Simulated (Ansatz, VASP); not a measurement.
# One calculation of Mg2C3, two programs

POSCAR

```
Mg2C3
1.0
    2.4155000000     -2.3500000000      0.0000000000
    2.4155000000      2.3500000000      0.0000000000
   -1.2270700000      0.0000000000      4.8332800000
Mg C
2 3
Direct
    0.8087000000      0.8087000000      0.2011000000
    0.1913000000      0.1913000000      0.7989000000
    0.2989000000      0.2989000000      0.2615000000
    0.7011000000      0.7011000000      0.7385000000
    0.5000000000      0.5000000000      0.5000000000
```

File INCAR.step1:

```
PREC = Accurate ; ENCUT = 750
ISMEAR = 0 ; SIGMA = 0.1
LREAL = F ; LASPH = T
NELM = 120 ; NBANDS = 24
GGA = PE ; ALGO = Normal
EDIFF = 1E-5 ; LWAVE = T
LCHARG = F ; GGA_COMPAT = F
```

File INCAR.step2:

```
PREC = Accurate ; ENCUT = 750
EDIFF = 1E-6 ; ISMEAR = 0
SIGMA = 0.1 ; LREAL = F
LASPH = T ; NELM = 120
ALGO = Normal ; ISIF = 2
LWAVE = F ; LCHARG = T
METAGGA = R2SCAN ; LMIXTAU = T
LELF = T ; LVHAR = T
NBANDS = 24 ; ISTART = 1
GGA_COMPAT = F
```

File KPOINTS:

```
regular mesh
0
Gamma
  6 6 4
```

Input for Ansatz:

```yaml
crystal:
  lattice:
    - [2.4155, -2.35, 0.0]
    - [2.4155, 2.35, 0.0]
    - [-1.22707, 0.0, 4.83328]
  atoms:
    - { symbol: Mg, position: [0.8087, 0.8087, 0.2011] }
    - { symbol: Mg, position: [0.1913, 0.1913, 0.7989] }
    - { symbol: C, position: [0.2989, 0.2989, 0.2615] }
    - { symbol: C, position: [0.7011, 0.7011, 0.7385] }
    - { symbol: C, position: [0.5, 0.5, 0.5] }
basis:
  ecutwfc: 500
kpoints:
  mp_grid: { grid: [6, 6, 4] }
hamiltonian:
  xc: r2scan
scf:
  occupations: { method: gaussian, width: 0.1 }
output:
  forces: true
  stress: true
  eigenvalues: true
```

Alike in both runs: task single point; functional r2SCAN; k mesh 6 × 6 × 4; occupations gaussian, width 0.1 eV; no spin polarisation.

|  | VASP | Ansatz |
| --- | --- | --- |
| version | VASP 6.6.1 | Ansatz 0.2.0 |
| potentials or method | VASP PAW PBE potentials, release 64 (Mg_sv, C), cutoff 750 eV | scalar-relativistic, plane waves, PAW |
| valence electrons in the cell | 32 | 32 |

VASP gave:

* gap on the k mesh at the Fermi level (eV): 2.02
* least direct gap on the mesh (eV): 2.75
* pressure (GPa): -3.1
* traceless stress, the component that is largest in VASP (GPa): -2.23
* rms of the force components (eV/Å): 0.282

Question: Estimate Ansatz's values.

Answer: gap on the k mesh at the Fermi level (eV): 2.02; least direct gap on the mesh (eV): 2.74; pressure (GPa): -2.9; traceless stress, the component that is largest in VASP (GPa): -2.46; rms of the force components (eV/Å): 0.303.

VASP's potentials were made for PBE, not for r2SCAN. Atom by atom the forces differ by 0.022 eV/Å (rms over components). With one functional, cell and mesh, what is left measures potentials, basis and numerics.
